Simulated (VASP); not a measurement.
Na3N2, 5 atoms in the cell. Symmetry: P6/mmm, No. 191, hexagonal system. The conventional cell has a = 3.326 Å, b = 3.326 Å, c = 10.375 Å, α = 90.00°, β = 90.00°, γ = 120.00°. Within 3.4 Å of Na (site symmetry 6mm) lie 6 N at 2.50 Å and 7 Na at 3.20 to 3.33 Å. Within 4.4 Å of Na (site symmetry 6/mmm) lie 8 Na at 3.33 to 3.59 Å. Within 2.5 Å of N (site symmetry -6m2) lie 3 N at 1.92 Å and 6 Na at 2.50 Å. The cell was built from a structure type or drawn by symmetry, and may not be a known phase.

* Program: VASP 6.6.1
* Task: relaxation of cell and atoms
* Functional: PBE
* Potentials or basis: VASP PAW PBE potentials, release 64 (Na_pv, N)
* Cutoff: 600 eV
* k mesh: 15 × 15 × 4
* Occupations: gaussian, width 0.1 eV
* Spin: no spin polarisation
* Dipole correction: no
* Further INCAR settings: ALGO = Normal; EDIFF = 1e-06; IBRION = 2; EDIFFG = -0.01; NSW = 100; ISIF = 3

Potentials or basis: VASP PAW PBE potentials, release 64 (Na_pv, N).

Launch:

```console
$ cat potpaw_PBE.64/Na_pv/POTCAR potpaw_PBE.64/N/POTCAR > POTCAR
$ mpirun -np 1 vasp_std > vasp.out
```

Hardware: 1 thread of Oxide Virtual Turin-like Processor, on a shared host.

Task: How long does it take, and how much memory?

Result: It took 10 min on 1 thread of Oxide Virtual Turin-like Processor (shared host), peak memory 0.31 GiB. Counts: scf iterations 45, k points 81, ion steps 6.
